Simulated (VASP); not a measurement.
# Ca8Cu15Si16 (a cell with a defect) in VASP: a series of runs, part 2 of 2

VASP 6.6.1. Earlier steps stand in the parts before.

**3. Single point, r2SCAN+D3(BJ)**

Contents of POSCAR:

```
Ca8Cu15Si16
1.0
    8.0800000000      0.0000000000      0.0000000000
    0.0000000000      8.0800000000      0.0000000000
    0.0000000000      0.0000000000     10.0000000000
Ca Si Cu
8 16 15
Direct
    0.0400000000     -0.0193564356     -0.0019100000
    0.4945049505      0.0472400990     -0.0452700000
    0.0276608911      0.5360891089     -0.0334100000
    0.2887747525      0.3028960396      0.4132900000
    0.5575990099      0.5139851485     -0.0378800000
    0.7930569307      0.3267202970      0.4090500000
    0.3101856436      0.7724133663      0.4475000000
    0.7766955446      0.7598886139      0.4373100000
    0.0314975248      0.0320297030      0.3443800000
    0.0359529703      0.0066336634      0.5544800000
    0.4841955446      0.0040841584      0.3460800000
    0.5200990099      0.0185024752      0.5734300000
    0.0417202970      0.5406806931      0.3145800000
    0.0157797030      0.5136633663      0.5506900000
    0.2710396040      0.2512500000      0.8845700000
    0.2332178218      0.2617821782      0.0976500000
    0.5448019802      0.5328094059      0.3175300000
    0.5459282178      0.5123267327      0.5668300000
    0.7501608911      0.2410272277      0.8435400000
    0.7452599010      0.2483539604      0.0931200000
    0.2591831683      0.7702722772      0.8377200000
    0.2753960396      0.7703589109      0.0689100000
    0.7346905941      0.7506683168      0.8218900000
    0.7218564356      0.7363366337      0.0669000000
    0.2423019802      0.0164356436      0.2351000000
    0.5064480198      0.2862500000      0.2131100000
    0.7628217822     -0.0073514851      0.2013300000
    0.0211881188      0.8149257426      0.2134300000
    0.2843935644      0.5245544554      0.2076000000
    0.2489603960      0.5565099010      0.7122000000
    0.4544925743      0.2918688119      0.6953600000
    0.4915594059      0.8066089109      0.2016700000
    0.8041460396      0.5149381188      0.1903000000
    0.8064603960      0.4948514851      0.7169100000
   -0.0005816832      0.2555445545      0.7728500000
    0.2821163366      0.0474009901      0.7171700000
    0.5365470297      0.7844801980      0.7065000000
    0.7833415842      0.0353341584      0.6941300000
   -0.0225618812      0.7673143564      0.6818200000
```

Contents of INCAR.step1:

```
PREC     = Accurate       # precision mode
ENCUT    = 520            # plane-wave cutoff, eV
ISMEAR   = -1             # smearing method
SIGMA    = 0.05           # smearing width, eV
LREAL    = Auto         
LASPH    = True           # aspherical terms in the spheres
NELM     = 100            # most SCF steps
NBANDS   = 180            # bands
NELECT   = 310.0        
GGA      = PE             # functional
ALGO     = Normal         # electronic algorithm
EDIFF    = 1E-4           # SCF threshold, eV
LWAVE    = True           # write WAVECAR
LCHARG   = False          # write CHGCAR
```

Contents of INCAR.step2:

```
PREC     = Accurate       # precision mode
ENCUT    = 520            # plane-wave cutoff, eV
EDIFF    = 1E-6           # SCF threshold, eV
ISMEAR   = -1             # smearing method
SIGMA    = 0.05           # smearing width, eV
LREAL    = Auto         
LASPH    = True           # aspherical terms in the spheres
NELM     = 100            # most SCF steps
ALGO     = Normal         # electronic algorithm
ISIF     = 2              # what is computed and relaxed
LWAVE    = False          # write WAVECAR
LCHARG   = False          # write CHGCAR
METAGGA  = R2SCAN         # meta-GGA
LMIXTAU  = True         
IVDW     = 12             # dispersion correction
VDW_S6   = 1.0          
VDW_S8   = 0.78981345   
VDW_A1   = 0.49484001   
VDW_A2   = 5.73083694   
NBANDS   = 180            # bands
NELECT   = 310.0        
ISTART   = 1
```

Contents of KPOINTS:

```
Automatic mesh
0
Gamma
  1 1 1
```

Potentials or basis: VASP PAW PBE potentials, release 64 (Ca_sv, Si, Cu).

Launch:

```
> cat potpaw_PBE.64/Ca_sv/POTCAR potpaw_PBE.64/Si/POTCAR potpaw_PBE.64/Cu/POTCAR > POTCAR
> cp INCAR.step1 INCAR
> mpirun -np 1 vasp_gam > vasp.out
> cp INCAR.step2 INCAR
> mpirun -np 1 vasp_gam > vasp.out
```

OUTCAR:

```text
PREC = Accurate
   ENCUT = 520
   EDIFF = 1E-6
   ISMEAR = -1
   LREAL = Auto
   LASPH = True
   NELM = 100
   ISIF = 2
   METAGGA = R2SCAN
   IVDW = 12
   NELECT = 310.0
   ISTART = 1
 IVDW          = 12

 ion  position               nearest neighbor table
   1  0.040  0.981  0.998-  28 2.54  22 2.65  25 2.89  16 2.93  21 2.93  15 3.09
[... 467 lines left out ...]
  -------------------------------------------------------------------------------------
  Total      17.47305    12.56116    30.68854     1.96078    -1.04244     2.38664
  in kB      42.88019    30.82603    75.31198     4.81190    -2.55822     5.85701
  external pressure =       49.67 kB  Pullay stress =        0.00 kB

 VOLUME and BASIS-vectors are now :
 -----------------------------------------------------------------------------
  energy-cutoff  :      520.00
  volume of cell :      652.86
      direct lattice vectors                 reciprocal lattice vectors
     8.080000000  0.000000000  0.000000000     0.123762376  0.000000000  0.000000000
     0.000000000  8.080000000  0.000000000     0.000000000  0.123762376  0.000000000
     0.000000000  0.000000000 10.000000000     0.000000000  0.000000000  0.100000000

 POSITION                                       TOTAL-FORCE (eV/Angst)
 -----------------------------------------------------------------------------------
      0.32320      7.92360      9.98090        -2.129924      2.318725     -2.398748
      3.99560      0.38170      9.54730         1.706243     -2.324128      0.847659
      0.22350      4.33160      9.66590        -0.373830     -0.701580     -0.114190
      2.33330      2.44740      4.13290        -0.896634     -0.888319      2.257755
      4.50540      4.15300      9.62120        -3.214078     -1.795685     -0.740229
      6.40790      2.63990      4.09050        -0.338116     -3.185659      1.402249
[... 31 lines left out ...]
      6.32940      0.28550      6.94130        -0.070932     -1.062771     -0.321053
      7.89770      6.19990      6.81820         1.010101     -0.315539      0.582030
 -----------------------------------------------------------------------------------
    total drift:                                0.049214      0.013783     -0.014699

  FREE ENERGIE OF THE ION-ELECTRON SYSTEM (eV)
  ---------------------------------------------------
  free  energy   TOTEN  =      -363.9081230054 eV

  energy  without entropy=     -363.7983296107  energy(sigma->0) =     -363.85322631
```

OUTCAR.step1:

```text
PREC = Accurate
   ENCUT = 520
   ISMEAR = -1
   LREAL = Auto
   LASPH = True
[... 490 lines left out ...]
      4.50540      4.15300      9.62120        -3.063243     -1.708227     -0.720442
      6.40790      2.63990      4.09050        -0.305696     -3.014300      1.403487
[... 31 lines left out ...]
      6.32940      0.28550      6.94130        -0.082774     -1.038956     -0.375460
      7.89770      6.19990      6.81820         1.046724     -0.270041      0.602945
 -----------------------------------------------------------------------------------
    total drift:                                0.013415      0.004792     -0.009000

  FREE ENERGIE OF THE ION-ELECTRON SYSTEM (eV)
  ---------------------------------------------------
  free  energy   TOTEN  =      -154.5898956584 eV

  energy  without entropy=     -154.4727256656  energy(sigma->0) =     -154.53131066
```

Run time: 16 min. Hardware: 1 thread of Intel Xeon Platinum 8259CL at 2.50GHz (Skylake/Cascade Lake), shared host; peak memory 0.72 GiB.

What came out:

- Free energy: -363.9081 eV
- Largest force: 4.730 eV/Å
- Dispersion energy per atom: -0.200 eV

Forces in eV/Å, atoms in the order of the input:
```
Ca  -2.130  2.319 -2.399
Ca   1.706 -2.324  0.848
Ca  -0.374 -0.702 -0.114
Ca  -0.897 -0.888  2.258
Ca  -3.214 -1.796 -0.740
Ca  -0.338 -3.186  1.402
Ca  -2.490 -1.418  1.198
Ca   0.033  1.107  0.347
Si  -3.218  0.705 -0.125
Si  -0.474  0.349  3.128
Si   2.646  2.993  0.093
Si   0.370  1.194  0.225
Si  -0.115  0.543  0.991
Si   1.350  0.873  1.011
Si  -1.974  1.894 -2.872
Si   0.964  0.774  1.188
Si  -0.640  0.608  0.936
Si  -0.610  0.768  0.006
Si  -0.565  0.898  1.288
Si   0.964 -0.141 -1.355
Si   0.477  1.342  0.366
Si  -0.220 -0.859  0.006
Si   3.912  0.612  2.587
Si   2.215  3.318  0.332
Cu   2.908  0.149 -2.746
Cu   0.107 -0.936 -0.825
Cu  -0.192  0.225  0.072
Cu  -0.248 -2.589  0.001
Cu   0.532  0.369 -1.154
Cu   0.296 -1.732 -1.119
Cu   1.030 -0.293  0.220
Cu   1.126 -1.716 -0.513
Cu  -0.582  0.062 -0.211
Cu  -0.762  0.148 -0.567
Cu   1.968  0.003 -1.609
Cu  -0.936 -0.945 -0.353
Cu  -3.565 -0.352 -2.061
Cu  -0.071 -1.063 -0.321
Cu   1.010 -0.316  0.582
```

Caveat: the k points lie up to 0.78 Å⁻¹ apart; the cell carries a net charge on a neutralising background, which shifts energy and pressure; the cell is charged against a uniform background, so pressure and absolute levels hang on convention; the atoms stand as in a frame of molecular dynamics; the PAW data sets were made with another functional, which shifts forces and pressure a little.

**4. Single point, r2SCAN+D3(BJ)**

Contents of POSCAR:

```
Ca8Cu15Si16
1.0
    8.0800000000      0.0000000000      0.0000000000
    0.0000000000      8.0800000000      0.0000000000
    0.0000000000      0.0000000000     10.0000000000
Ca Si Cu
8 16 15
Direct
   -0.0075123762      0.0444430693     -0.0296000000
    0.5011386139      0.0386262376     -0.0367100000
   -0.0188490099      0.5726485149     -0.0773600000
    0.2295544554      0.2999876238      0.4252600000
    0.5338613861      0.4923514851     -0.0369700000
    0.7225247525      0.2615841584      0.4234500000
    0.2621410891      0.7800742574      0.4728200000
    0.7328836634      0.7605074257      0.4760400000
    0.0193564356      0.0461757426      0.3565600000
    0.0136881188      0.0313366337      0.5803500000
    0.4570297030      0.0433415842      0.3531200000
    0.5128217822      0.0431806931      0.5677000000
   -0.0072277228      0.5671658416      0.3121700000
   -0.0191460396      0.5036881188      0.5372300000
    0.2460767327      0.3295792079      0.8451000000
    0.2007797030      0.2917945545      0.0984600000
    0.4874257426      0.5006311881      0.3717800000
    0.4716212871      0.5470420792      0.5917400000
    0.7569059406      0.2955074257      0.8669700000
    0.8141336634      0.3193935644      0.0753700000
    0.2538366337      0.8095297030      0.8115400000
    0.2789356436      0.7683787129      0.0664000000
    0.7327103960      0.7467079208      0.8493600000
    0.7029702970      0.7897029703      0.1016100000
    0.2497772277     -0.0025866337      0.2256900000
    0.5946163366      0.2764975248      0.1868900000
    0.7464975248      0.0180445545      0.2469100000
   -0.0267326733      0.8203712871      0.2294600000
    0.3012376238      0.5102970297      0.2020200000
    0.2156930693      0.5820297030      0.6867100000
    0.5075000000      0.2758910891      0.7249000000
    0.5194801980      0.7387252475      0.2179200000
    0.7241460396      0.5485891089      0.2470300000
    0.7601856436      0.4997400990      0.6965300000
    0.0149257426      0.2947896040      0.7188600000
    0.2684034653      0.0864356436      0.6923600000
    0.4716584158      0.7579826733      0.7098200000
    0.7882549505      0.0175866337      0.6943700000
   -0.0349133663      0.7981559406      0.7181700000
```

Contents of INCAR.step1:

```
PREC = Accurate
ENCUT = 520
ISMEAR = -1
SIGMA = 0.05
LREAL = Auto
LASPH = True
NELM = 60
NBANDS = 180
NELECT = 310.0
GGA = PE
ALGO = Normal
EDIFF = 1E-4
LWAVE = True
LCHARG = False
```

Contents of INCAR.step2:

```
PREC = Accurate
ENCUT = 520
EDIFF = 1E-6
ISMEAR = -1
SIGMA = 0.05
LREAL = Auto
LASPH = True
NELM = 60
ALGO = Normal
ISIF = 2
LWAVE = False
LCHARG = False
METAGGA = R2SCAN
LMIXTAU = True
IVDW = 12
VDW_S6 = 1.0
VDW_S8 = 0.78981345
VDW_A1 = 0.49484001
VDW_A2 = 5.73083694
NBANDS = 180
NELECT = 310.0
ISTART = 1
```

KPOINTS is that of step 3.

Launch:

```
> cat potpaw_PBE.64/Ca_sv/POTCAR potpaw_PBE.64/Si/POTCAR potpaw_PBE.64/Cu/POTCAR > POTCAR
> cp INCAR.step1 INCAR
> mpirun -np 1 vasp_gam > vasp.out
> cp INCAR.step2 INCAR
> mpirun -np 1 vasp_gam > vasp.out
```

Run time: 16 min. Hardware: 1 thread of Intel Xeon Platinum 8259CL at 2.50GHz (Skylake/Cascade Lake), shared host; peak memory 0.72 GiB.

Results (log left out):

```yaml
Free_energy: -363.2592 eV
Largest_force: 6.679 eV/Å
Dispersion_energy_per_atom: -0.200 eV
```

Forces in eV/Å, atoms in the order of the input:
```
Ca   0.390 -0.966 -0.395
Ca  -0.092  0.206 -0.403
Ca   2.147 -1.176  2.080
Ca   0.195 -0.416  1.344
Ca  -2.146  1.974  0.266
Ca   1.937  0.746  2.855
Ca  -1.279  0.379 -1.151
Ca   0.363  0.948 -0.453
Si  -1.414 -1.076 -0.728
Si   1.077  0.705 -0.128
Si   2.688 -0.155 -1.127
Si  -0.109 -0.492  1.666
Si   1.129 -0.923  1.050
Si   0.084  0.838  1.516
Si   0.404 -1.102  0.671
Si   0.263 -0.459 -1.372
Si   0.651  1.190 -1.331
Si   0.982 -3.314 -0.828
Si   0.691 -1.639 -3.154
Si   1.082 -0.254  1.348
Si  -2.459  1.104  2.734
Si  -0.753  0.233  0.203
Si  -1.537  2.181 -0.324
Si   5.201  0.865 -4.101
Cu  -1.070  0.114 -1.431
Cu  -2.626 -0.385  1.174
Cu  -0.226 -0.202 -0.997
Cu   0.376 -0.423 -0.970
Cu  -1.126  1.283  0.081
Cu  -0.682 -1.781  0.287
Cu   0.229  0.364 -0.244
Cu  -5.549  0.395  2.526
Cu   1.180 -0.787 -1.373
Cu  -0.582  0.426 -0.052
Cu  -0.725 -0.357 -0.827
Cu  -0.444 -0.532  0.519
Cu   2.897  2.315  0.413
Cu  -2.603  1.135  0.942
Cu   1.453 -0.961 -0.286
```

Levels at points of the mesh, in eV from the Fermi level:
| k point | band 153 | band 154 | band 155 | band 156 | band 157 | band 158 |
| --- | --- | --- | --- | --- | --- | --- |
| (0.00, 0.00, 0.00) | -0.74 | -0.64 | -0.13 | 0.13 | 0.25 | 0.45 |

Caveat: the k points lie up to 0.78 Å⁻¹ apart; the cell carries a net charge on a neutralising background, which shifts energy and pressure; the cell is charged against a uniform background, so pressure and absolute levels hang on convention; the atoms stand as in a frame of molecular dynamics; the PAW data sets were made with another functional, which shifts forces and pressure a little.
